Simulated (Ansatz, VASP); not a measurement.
# Two plane-wave programs on P4C

```
CELL_PARAMETERS angstrom
-2.39352 2.61785 3.37343
2.39352 -2.61785 3.37343
2.39352 2.61785 -3.37343
ATOMIC_POSITIONS crystal
P 0.24549 0.24549 0.00000
P 0.75451 0.75451 0.00000
P 0.33481 0.83481 0.50000
P 0.66519 0.16519 0.50000
C 0.00000 0.00000 0.00000
```

Change from the starting cell: species swapped into the LaAl4 type (Immm, No. 71).

Alike in both runs: task single point; functional PBE; k mesh 6 × 6 × 6; occupations gaussian, width 0.1 eV; collinear spin.

|  | VASP | Ansatz |
| --- | --- | --- |
| version | VASP 6.6.1 | Ansatz 0.2.0 |
| potentials or method | VASP PAW PBE potentials, release 64 (P, C), cutoff 520 eV | scalar-relativistic, plane waves, PAW |
| valence electrons in the cell | 24 | 24 |

Ansatz gave:

- gap on the k mesh at the Fermi level (eV): none
- pressure (GPa): -0.1
- traceless stress, the component that is largest in VASP (GPa): 0.24
- rms of the force components (eV/Å): 0.006
- net moment per atom (μB): 0.00

Task: Estimate VASP's values.

Result: gap on the k mesh at the Fermi level (eV): none; pressure (GPa): -0.4; traceless stress, the component that is largest in VASP (GPa): 0.41; rms of the force components (eV/Å): 0.035; net moment per atom (μB): 0.00.

Atom by atom the forces differ by 0.029 eV/Å (rms over components). A gap of «none» marks a metal or a gap that the smearing closes. Ansatz's warnings: seeded moment not kept.
